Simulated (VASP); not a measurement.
# SiC (F-43m) in VASP: G0W0 quasiparticle levels with PBE

Aim: the G0W0 quasiparticle levels of SiC with PBE.

Everything below comes from runs of VASP 6.6.1. Logs are shortened: lines on timing, memory, paths and dates and some standing lists are left out, and cuts for length are marked.

## 1. The cell of the first run

The structure is cubic, space group F-43m (No. 216). The conventional cell has a = 4.530 Å, b = 4.530 Å, c = 4.530 Å, α = 90.00°, β = 90.00°, γ = 90.00°. Within 2.6 Å of Si (site symmetry -43m) lie 4 C at 1.96 Å. Within 2.6 Å of C (site symmetry -43m) lie 4 Si at 1.96 Å.

## 2. G0W0 quasiparticle levels, PBE

Contents of POSCAR:

```
SiC
1.0
    0.0000000000      2.2651744388      2.2651744388
    2.2651744388      0.0000000000      2.2651744388
    2.2651744388      2.2651744388      0.0000000000
Si C
1 1
Direct
    0.0000000000      0.0000000000      0.0000000000
    0.2500000000      0.2500000000      0.2500000000
```

Contents of INCAR.step1:

```
SYSTEM = SiC
PREC = Accurate
ENCUT = 500
EDIFF = 1E-8
ISMEAR = 0
SIGMA = 0.01
LREAL = .False.
LASPH = .True.
NELM = 80
ALGO = Normal
LWAVE = .True.
LCHARG = .False.
GGA = PE
```

Contents of INCAR.step2:

```
SYSTEM = SiC
PREC = Accurate
ENCUT = 500
EDIFF = 1E-8
ISMEAR = 0
SIGMA = 0.01
LREAL = .False.
LASPH = .True.
NELM = 1
ALGO = Exact
LWAVE = .True.
LCHARG = .False.
GGA = PE
NBANDS = 100
LOPTICS = .True.
ISTART = 1
```

Contents of INCAR.step3:

```
SYSTEM = SiC
PREC = Accurate
ENCUT = 500
EDIFF = 1E-8
ISMEAR = 0
SIGMA = 0.01
LREAL = .False.
LASPH = .True.
ALGO = EVGW0
LWAVE = .False.
LCHARG = .False.
GGA = PE
NELMGW = 1
NBANDS = 100
ENCUTGW = 150.0
NOMEGA = 96
PRECFOCK = Fast
ISTART = 1
NBANDSGW = 12
OMEGAMAX = 20
```

Contents of KPOINTS:

```
regular mesh
0
Gamma
  6 6 6
  0 0 0
```

Potentials or basis: VASP PAW PBE potentials, release 64 (Si_GW, C_GW).

On the command line:

```sh
> cat potpaw_PBE.64/Si_GW/POTCAR potpaw_PBE.64/C_GW/POTCAR > POTCAR
> cp INCAR.step1 INCAR
> mpirun -np 1 vasp_std > vasp.out
> cp INCAR.step2 INCAR
> mpirun -np 1 vasp_std > vasp.out
> cp INCAR.step3 INCAR
> mpirun -np 1 vasp_std > vasp.out
```

OUTCAR:

```text
SYSTEM = SiC
   PREC = Accurate
   ENCUT = 500
   EDIFF = 1E-8
   ISMEAR = 0
   LREAL = .False.
   LASPH = .True.
   GGA = PE
   NELMGW = 1
   ENCUTGW = 150.0
   PRECFOCK = Fast
   ISTART = 1

 ion  position               nearest neighbor table
   1  0.000  0.000  0.000-   2 1.96   2 1.96   2 1.96   2 1.96
   2  0.250  0.250  0.250-   1 1.96   1 1.96   1 1.96   1 1.96

  LATTYP: Found a face centered cubic cell.
 ALAT       =     4.5303488776

  Lattice vectors:

 A1 = (   0.0000000000,   2.2651744388,   2.2651744388)
 A2 = (   2.2651744388,   0.0000000000,   2.2651744388)
 A3 = (   2.2651744388,   2.2651744388,   0.0000000000)

Analysis of symmetry for initial positions (statically):
=====================================================================
 Subroutine PRICEL returns:
 Original cell was already a primitive cell.

 Routine SETGRP: Setting up the symmetry group for a
 face centered cubic supercell.

 Subroutine GETGRP returns: Found 24 space group operations
 (whereof 24 operations were pure point group operations)
 out of a pool of 48 trial point group operations.

The static configuration has the point symmetry T_d .

Analysis of symmetry for dynamics (positions and initial velocities):
=====================================================================
 Subroutine PRICEL returns:
 Original cell was already a primitive cell.

 Routine SETGRP: Setting up the symmetry group for a
 face centered cubic supercell.

 Subroutine GETGRP returns: Found 24 space group operations
 (whereof 24 operations were pure point group operations)
 out of a pool of 48 trial point group operations.

The dynamic configuration has the point symmetry T_d .

 Subroutine INISYM returns: Found 24 space group operations
 (whereof 24 operations are pure point group operations),
 and found     1 'primitive' translations

----------------------------------------------------------------------------------------

                                     Primitive cell

  volume of cell :      23.2453

  direct lattice vectors                    reciprocal lattice vectors
     0.000000000  2.265174439  2.265174439    -0.220733552  0.220733552  0.220733552
     2.265174439  0.000000000  2.265174439     0.220733552 -0.220733552  0.220733552
     2.265174439  2.265174439  0.000000000     0.220733552  0.220733552 -0.220733552

  length of vectors
     3.203440412  3.203440412  3.203440412     0.382321727  0.382321727  0.382321727

  position of ions in fractional coordinates (direct lattice)
     0.000000000  0.000000000  0.000000000
     0.250000000  0.250000000  0.250000000

  ion indices of the primitive-cell ions
   primitive index   ion index
                 1           1
                 2           2

----------------------------------------------------------------------------------------

 KPOINTS: regular mesh

Automatic generation of k-mesh.
 Grid dimensions read from file:
 generate k-points for:    6    6    6

 Generating k-lattice:

  Cartesian coordinates                     Fractional coordinates (reciprocal lattice)
    -0.036788925  0.036788925  0.036788925     0.166666667  0.000000000  0.000000000
     0.036788925 -0.036788925  0.036788925     0.000000000  0.166666667  0.000000000
     0.036788925  0.036788925 -0.036788925     0.000000000  0.000000000  0.166666667

  Length of vectors
     0.063720288  0.063720288  0.063720288

  Shift w.r.t. Gamma in fractional coordinates (k-lattice)
     0.000000000  0.000000000  0.000000000

 Subroutine IBZKPT returns following result:
 ===========================================

 Found     16 irreducible k-points:

 Following reciprocal coordinates:
            Coordinates               Weight
  0.000000  0.000000  0.000000      1.000000
  0.166667  0.000000  0.000000      8.000000
  0.333333  0.000000  0.000000      8.000000
  0.500000  0.000000  0.000000      4.000000
  0.166667  0.166667  0.000000      6.000000
  0.333333  0.166667  0.000000     24.000000
[... 8 lines left out ...]
 -0.333333  0.333333  0.166667     24.000000
 -0.333333  0.500000  0.166667     12.000000
   k-points           NKPTS =     16   k-points in BZ     NKDIM =    216   number of bands    NBANDS=    100
   number of dos      NEDOS =    301   number of ions     NIONS =      2
   total plane-waves  NPLWV =  13824
   dimension x,y,z NGX =    24 NGY =   24 NGZ =   24
   dimension x,y,z NGXF=    48 NGYF=   48 NGZF=   48
   ions per type =               1   1
   NGX,Y,Z   is equivalent  to a cutoff of  12.46, 12.46, 12.46 a.u.
   NGXF,Y,Z  is equivalent  to a cutoff of  24.91, 24.91, 24.91 a.u.
 SYSTEM =  SiC
   PREC   = accura    normal or accurate (medium, high low for compatibility)
   ISTART =      1    job   : 0-new  1-cont  2-samecut
   ICHARG =      0    charge: 1-file 2-atom 10-const
   ISPIN  =      1    spin polarized calculation?
   LNONCOLLINEAR =      F non collinear calculations
   LSORBIT =      F    spin-orbit coupling
   LASPH  =      T    aspherical Exc in radial PAW
   ENCUT  =  500.0 eV  36.75 Ry    6.06 a.u.   5.84  5.84  5.84*2*pi/ulx,y,z
   NELM   =     60;   NELMIN=  2; NELMDL=  0     # of ELM steps
   EDIFF  = 0.1E-07   stopping-criterion for ELM
   LREAL  =      F    real-space projection
   EDIFFG = 0.1E-06   stopping-criterion for IOM
   NSW    =      0    number of steps for IOM
   IBRION =     -1    ionic relax: 0-MD 1-quasi-New 2-CG
   NFREE  =      0    steps in history (QN), initial steepest desc. (CG)
   ISIF   =      0    stress and relaxation
   ISYM   =      3    0-nonsym 1-usesym 2-fastsym
   POTIM  = 0.5000    time-step for ionic-motion
   TEBEG  =    0.0;   TEEND  =   0.0 temperature during run
   PSTRESS=    0.0 pullay stress
   NELECT =       8.0000    total number of electrons
   NUPDOWN=      -1.0000    fix difference up-down
   EMIN   =  10.00;   EMAX   =-10.00  energy-range for DOS
   EFERMI =   0.00;   METHOD = LEGACY
   ISMEAR =     0;   SIGMA  =   0.01  broadening in eV -4-tet -1-fermi 0-gaus
   EFERMI_NEDOS =   21; number of points for ismear=-14 and -15
   IALGO  =     38    algorithm
   IMIX   =      4    mixing-type and parameters
     AMIX     =   0.40;   BMIX     =  1.00
     AMIX_MAG =   1.60;   BMIX_MAG =  1.00
  volume/ion in A,a.u.               =      11.62        78.43
  Fermi-wavevector in a.u.,A,eV,Ry     =   1.147255  2.167997 17.907897  1.316193
  Thomas-Fermi vector in A             =   2.283935
   LORBIT       =      0    0 simple, 1 ext, 2 COOP (PROOUT), +10 PAW based schemes
   GGA     = PE    functional components
   LHFCALC =     T    Hartree Fock is set to
   PRECFOCK=fast      Normal, Fast or Accurate (Low or Medium for compatibility)
   ENCUT4O =  -1.0   cutoff for four orbital integrals eV
   NKREDX  =     1    reduce k-point grid by
   NKREDY  =     1    reduce k-point grid by
   NKREDZ  =     1    reduce k-point grid by
   AEXX    =    1.0000 exact exchange contribution
   HFSCREEN=    0.0000 screening length (either q_TF or 0.3 A-1)
   HFSCREENC=   0.0000 screening length for correlation (either q_TF or 0.3 A-1)
   ENCUTFOCK=  -1.0 apply spherical cutoff to Coloumb kernel
   IVDW    =     0    specifies the selected vdW correction
   LEPSILON=     F    determine dielectric tensor
   LRPA    =     F    only Hartree local field effects (RPA)
   LRPAFORCE           =     F    calculate RPA forces
   ENCUTGW             = 150.0    cutoff for response function in eV
   ENCUTGWSOFT         = 120.0    soft cutoff for Coulomb kernel in GW response function in eV
   ENCUTLF             =  -1.0    cutoff for local field effects
   NELMGW              =     1    number of iterations in solving QP/BSE equation
   NELMHF              =     1    number of iterations in the inner HF iteration
   NKREDLFX            =     1    NKREDLFY  =   1   NKREDLFZ  =   1
 non-spin polarized calculation
 Gauss-broadening in eV      SIGMA  =   0.01
  energy-cutoff  :      500.00
  volume of cell :       23.25
 maximum number of plane-waves:       609
  NGX = 14; NGY = 14; NGZ = 14
   NGX = 11   NGY = 11   NGZ = 11
 maximum number of plane-waves:       113

 QP shifts <psi_nk| G(iteration)W_0 |psi_nk>: iteration 1
 for sc-GW calculations column KS-energies equals QP-energies in previous step
 and V_xc(KS)=  KS-energies - (<T + V_ion + V_H > + <T+V_H+V_ion>^1  + <V_x>^1)

 k-point   1 :       0.0000    0.0000    0.0000
  band No.  KS-energies  QP-energies   sigma(KS)   V_xc(KS)     V^pw_x(r,r')   Z            occupation Imag(sigma)

      1      -7.9671      -8.8916     -13.7971     -12.4618     -21.1225       0.6924       2.0000       1.1822
      2       6.5572       6.0057     -15.1601     -14.4529     -16.8706       0.7798       2.0000       0.0273
      3       6.5572       6.0057     -15.1601     -14.4529     -16.8706       0.7798       2.0000       0.0273
      4       6.5572       6.0057     -15.1601     -14.4529     -16.8706       0.7798       2.0000       0.0273
      5      11.4370      11.9119     -12.4285     -13.0418      -7.6177       0.7745       0.0000      -0.0640
      6      13.0938      13.5755     -10.6010     -11.2151      -5.5986       0.7843       0.0000      -0.0702
      7      13.0938      13.5755     -10.6010     -11.2151      -5.5986       0.7843       0.0000      -0.0702
      8      13.0938      13.5755     -10.6010     -11.2151      -5.5986       0.7843       0.0000      -0.0702
      9      20.3879      20.9054     -10.3459     -11.0105      -4.2635       0.7787       0.0000      -0.2617
     10      20.3879      20.9054     -10.3459     -11.0105      -4.2635       0.7787       0.0000      -0.2617
     11      21.2982      21.4365      -9.2216      -9.4016      -2.8510       0.7682       0.0000      -0.3673
     12      22.9271      23.0435      -9.7007      -9.8538      -2.7785       0.7606       0.0000      -0.7032

 k-point   2 :       0.1667    0.0000    0.0000
  band No.  KS-energies  QP-energies   sigma(KS)   V_xc(KS)     V^pw_x(r,r')   Z            occupation Imag(sigma)

      1      -7.4769      -8.4042     -13.8619     -12.5425     -21.0342       0.7028       2.0000       1.1255
      2       4.2510       3.5445     -14.4331     -13.5092     -16.7721       0.7646       2.0000       0.0429
      3       6.2365       5.6572     -15.0126     -14.2687     -16.7954       0.7787       2.0000       0.0284
      4       6.2365       5.6572     -15.0126     -14.2687     -16.7954       0.7787       2.0000       0.0284
      5      11.8285      12.2931     -11.6212     -12.2162      -6.7976       0.7809       0.0000      -0.0647
      6      13.5938      14.0971     -10.7233     -11.3696      -5.5487       0.7787       0.0000      -0.0780
      7      13.5938      14.0971     -10.7233     -11.3696      -5.5487       0.7787       0.0000      -0.0780
      8      13.8940      14.4517     -11.9058     -12.6338      -6.6007       0.7660       0.0000      -0.0878
      9      19.0006      19.4048      -9.9480     -10.4663      -4.0656       0.7798       0.0000      -0.2294
     10      19.0006      19.4048      -9.9480     -10.4663      -4.0656       0.7798       0.0000      -0.2294
     11      21.3035      21.3582      -9.1293      -9.1996      -2.6563       0.7765       0.0000      -0.4548
     12      23.6609      23.9033      -9.8044     -10.1213      -2.9541       0.7647       0.0000      -0.5895
[... 196 lines left out ...]
      1      -3.8306      -4.6589     -15.0089     -13.8583     -21.2408       0.7200       2.0000       0.6792
      2      -0.4522      -1.2782     -13.3072     -12.1669     -17.3768       0.7244       2.0000       0.2157
      3       2.1725       1.3660     -13.5603     -12.4790     -16.5389       0.7458       2.0000       0.0770
      4       3.6993       2.9469     -13.7959     -12.8113     -16.1679       0.7642       2.0000       0.0451
      5      11.4819      11.8677     -10.9656     -11.4556      -6.3491       0.7874       0.0000      -0.0630
      6      13.6069      14.0874     -11.0250     -11.6447      -5.7789       0.7755       0.0000      -0.0829
      7      15.7335      16.4062     -12.1056     -13.0021      -6.1177       0.7503       0.0000      -0.1375
      8      17.2023      17.6315     -10.7946     -11.3550      -4.9557       0.7659       0.0000      -0.1649
      9      18.1607      18.6482     -11.1428     -11.8012      -4.3647       0.7403       0.0000      -0.2727
     10      21.9407      22.3514     -10.8344     -11.3822      -3.8367       0.7498       0.0000      -0.4768
     11      25.8128      26.3282     -11.5336     -12.2303      -3.8237       0.7399       0.0000      -0.8098
     12      26.7637      27.0693     -10.2530     -10.6569      -3.0951       0.7565       0.0000      -0.8143

 k-point  16 :      -0.3333    0.5000    0.1667
  band No.  KS-energies  QP-energies   sigma(KS)   V_xc(KS)     V^pw_x(r,r')   Z            occupation Imag(sigma)

      1      -3.3457      -4.1578     -15.2907     -14.1623     -21.4413       0.7197       2.0000       0.6181
      2      -0.4973      -1.3135     -13.4103     -12.2819     -17.5140       0.7233       2.0000       0.2209
      3       2.4590       1.6462     -13.5926     -12.5088     -16.4586       0.7499       2.0000       0.0685
      4       2.5665       1.7732     -13.2269     -12.1751     -15.8632       0.7542       2.0000       0.0614
      5      10.4241      10.7436     -10.8787     -11.2819      -6.5116       0.7924       0.0000      -0.0571
      6      12.9748      13.4741     -10.9923     -11.6261      -6.0933       0.7878       0.0000      -0.0681
      7      16.3829      16.8583     -11.1314     -11.7665      -4.8659       0.7486       0.0000      -0.1831
      8      17.6622      18.2360     -11.6329     -12.3946      -5.4443       0.7532       0.0000      -0.1897
      9      19.3865      19.9472     -12.0100     -12.7855      -4.6833       0.7231       0.0000      -0.3681
     10      23.1334      23.5322     -10.7780     -11.3066      -3.5839       0.7545       0.0000      -0.5744
     11      25.6997      26.3624     -11.8979     -12.7877      -4.3148       0.7448       0.0000      -0.7614
     12      28.5483      28.9762     -11.5241     -12.0935      -3.8803       0.7515       0.0000      -1.0714
```

Wall time 2.2 min (1 thread of Intel Xeon 6975P-C (Granite Rapids), shared host); peak memory 0.45 GiB.

What came out:

```yaml
Quasiparticle_gap: 2.18 eV
Least_direct_quasiparticle_gap: 5.36 eV
Band_gap_of_the_starting_levels_on_the_mesh: 1.45 eV
Least_direct_gap_of_the_starting_levels_on_the_mesh: 4.41 eV
```

Caveat: the k points lie up to 0.40 Å⁻¹ apart; bands, screening cutoff and mesh are small and nothing is extrapolated, so the quasiparticle values aren't converged.
